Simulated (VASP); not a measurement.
# Ti3Al4Ni: single point with PBE

Crystal: Ti3Al4Ni.

```
Ti Al Ni
1.0
    -3.06635    3.06635    3.06635
     3.06635   -3.06635    3.06635
     3.06635    3.06635   -3.06635
Ti Al Ni
3 4 1
Direct
  0.00000 0.50000 0.50000
  0.50000 0.50000 0.00000
  0.50000 0.00000 0.50000
  0.50000 0.00000 0.00000
  0.00000 0.00000 0.50000
  0.50000 0.50000 0.50000
  0.00000 0.50000 0.00000
  0.00000 0.00000 0.00000
```

* Program: VASP 6.6.1
* Task: single point
* Functional: PBE
* Potentials or basis: VASP PAW PBE potentials, release 64 (Ti_sv, Al, Ni)
* Cutoff: 520 eV
* k mesh: 4 × 4 × 4
* Occupations: gaussian, width 0.1 eV
* Spin: collinear spin, ferromagnetic start
* Starting moments: [0.0, 0.0, 0.0, 0.0, 0.0, 0.0, 0.0, 2.0] μB

- Pressure: 7.2 GPa
- Band gap on the k mesh: zero (filled and empty bands overlap)
- Net moment: 0.00 μB per cell
- Valence electrons inside the program's atomic spheres: Ti 10.37; Al 0.84; Ni 9.27

Levels at points of the mesh, in eV from the Fermi level:
Spin up:
| k point | band 26 | band 27 | band 28 | band 29 | band 30 | band 31 | band 32 | band 33 |
| --- | --- | --- | --- | --- | --- | --- | --- | --- |
| (0.00, 0.00, 0.00) | -1.41 | -1.41 | -1.09 | -1.09 | -1.09 | 0.83 | 0.83 | 0.83 |
| (0.50, 0.00, 0.00) | -0.99 | -0.65 | -0.52 | -0.19 | 0.16 | 0.34 | 0.68 | 1.08 |
| (0.50, 0.50, 0.50) | -1.12 | -0.44 | 0.28 | 0.28 | 0.28 | 1.36 | 1.36 | 1.74 |
Spin down:
```csv
k point,band 27,band 28,band 29,band 30,band 31,band 32
"(0.00, 0.00, 0.00)",-1.41,-1.09,-1.09,-1.09,0.83,0.83
"(0.50, 0.00, 0.00)",-0.65,-0.52,-0.19,0.16,0.34,0.68
"(0.50, 0.50, 0.50)",-0.44,0.28,0.28,0.28,1.36,1.36
```

Run time: 6.9 min on 1 thread of AMD EPYC 7R13 (shared host), peak memory 0.29 GiB.

Caveat: the k points lie up to 0.36 Å⁻¹ apart, too coarse for converged energies and pressures of a metal; the moments typed at the start vanished in this run.
